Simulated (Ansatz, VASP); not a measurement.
## O in VASP and in Ansatz

```
O
1.0
     9.00000    0.00000    0.00000
     0.00000    9.50000    0.00000
     0.00000    0.00000   10.00000
O
2
Cartesian
  4.5000 4.7500 4.3973
  4.5000 4.7500 5.6027
```

Alike in both runs: functional r2SCAN; k mesh 1 × 1 × 1; occupations fermi-dirac, width 0.02 eV; collinear spin.

Ansatz relaxed the structure, and its values are those at the end. VASP's run is a single point on that final structure, the one shown.

```csv
,VASP,Ansatz
version,VASP 6.6.1,Ansatz 0.2.0
potentials or method,"VASP PAW PBE potentials, release 64 (O_h), cutoff 1100 eV","plane waves, PAW"
valence electrons in the cell,12,12
```

VASP gave:

```
rms of the force components (eV/Å)                            : 0.047
net moment per atom (μB)                                      : 1.00
size of the moment on the site where the two differ most (μB) : 0.65
```

Q: What did Ansatz give for the same quantities?

A: rms of the force components (eV/Å): 0.001; net moment per atom (μB): 1.00; size of the moment on the site where the two differ most (μB): 0.57.

VASP's potentials were made for PBE, not for r2SCAN. Site moments also hang on the region over which each program counts them. Ansatz's warnings: end state compared, force scf threshold loose, stress scf threshold loose.
